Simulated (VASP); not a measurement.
Crystal: AgI (Iodargyrite).

```
Ag I
1.0
     4.65075    0.00000    0.00000
    -2.32537    4.02766    0.00000
     0.00000    0.00000    7.59971
Ag I
2 2
Cartesian
  2.3254 1.3426 4.7690
  0.0000 2.6851 0.9691
  2.3254 1.3426 0.0188
  0.0000 2.6851 3.8187
```

Base run:

- Program: VASP 6.6.1
- Functional: r2SCAN
- Potentials or basis: VASP PAW PBE potentials, release 64 (Ag, I)
- Cutoff: 550 eV
- k mesh: 6 × 6 × 4
- Occupations: gaussian, width 0.01 eV
- Spin: no spin polarisation

Its results: band gap on the k mesh 1.83 eV, direct; pressure -0.1 GPa.

Question: The run is repeated on the same cell with these changes: functional from r2SCAN to PBE0; cutoff from 550 eV to 400 eV; k mesh from 6 × 6 × 4 to 6 × 6 × 2. What comes out?

Answer: Band gap on the k mesh 3.18 eV, direct; pressure 0.2 GPa.

Several settings changed at once, so the effect can't be laid on one alone.

Caveats: the PAW data sets were made with another functional, which shifts forces and pressure a little; spin-orbit coupling is left out, which moves the levels of the heavy elements.

